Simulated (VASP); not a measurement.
Set up this calculation in VASP 6.6.1, as the native input.

| Quantity | Value |
| --- | --- |
| Task | relaxation of cell and atoms |
| Functional | PBEsol |
| Potentials or basis | VASP PAW PBE potentials, release 64 (Ta_pv) |
| Cutoff | 500 eV |
| k mesh | 8 × 8 × 8 |
| Occupations | gaussian, width 0.1 eV |
| Spin | no spin polarisation |
| Dipole correction | no |
| Further INCAR settings | ALGO = Normal; EDIFF = 1e-07; IBRION = 2; EDIFFG = -0.04; NSW = 90; ISIF = 3 |

The structure of Ta lies in POSCAR:

```
Ta
1.0
   -1.6549278069      1.6549278069      1.6549278069
    1.6549278069     -1.6549278069      1.6549278069
    1.6549278069      1.6549278069     -1.6549278069
Ta
1
Direct
    0.0000000000      0.0000000000      0.0000000000
```

One way to write it, as run:

INCAR

```
SYSTEM = Ta
PREC     = Accurate       ! precision mode
ENCUT    = 500            ! plane-wave cutoff, eV
EDIFF    = 1E-7           ! SCF threshold, eV
ISMEAR   = 0              ! smearing method
SIGMA    = 0.1            ! smearing width, eV
LREAL    = .FALSE.        ! projectors in reciprocal space
LASPH    = .TRUE.         ! aspherical terms in the spheres
NELM     = 120            ! most SCF steps
ALGO     = Normal         ! electronic algorithm
ISIF     = 3              ! what is computed and relaxed
LWAVE    = .FALSE.        ! write WAVECAR
LCHARG   = .FALSE.        ! write CHGCAR
GGA      = PS             ! functional
IBRION   = 2              ! ionic algorithm
NSW      = 90             ! ionic steps
EDIFFG   = -0.04          ! ionic threshold
GGA_COMPAT= .FALSE.      
NELMIN   = 4
```

KPOINTS

```
regular mesh
0
G
  8 8 8
  0 0 0
```

Potentials or basis: VASP PAW PBE potentials, release 64 (Ta_pv).

Run with:

```console
$ cat potpaw_PBE.64/Ta_pv/POTCAR > POTCAR
$ mpirun -np 1 vasp_std > vasp.out
```

Results of the run:

The relaxed volume is 17.55 Å³/atom, the relaxed cell is a = 2.835 Å, b = 2.835 Å, c = 2.835 Å, α = 109.47°, β = 109.47°, γ = 109.47° and the space group after relaxing (to 0.1 Å) is Im-3m (No. 229). The energy gained by relaxing is 13.6 meV/atom and the ionic steps are 3. The pressure after relaxing is -0.2 GPa. The band gap on the k mesh is zero (an odd number of electrons rules out a gap without spin polarisation).

Caveat: the PAW data sets were made with another functional, which shifts forces and pressure a little; spin-orbit coupling is left out, which moves the levels of the heavy elements.

It took 16 s on 1 thread of AMD EPYC 7R43 64-Core Processor (Zen 3) (shared host), peak memory 0.11 GiB.
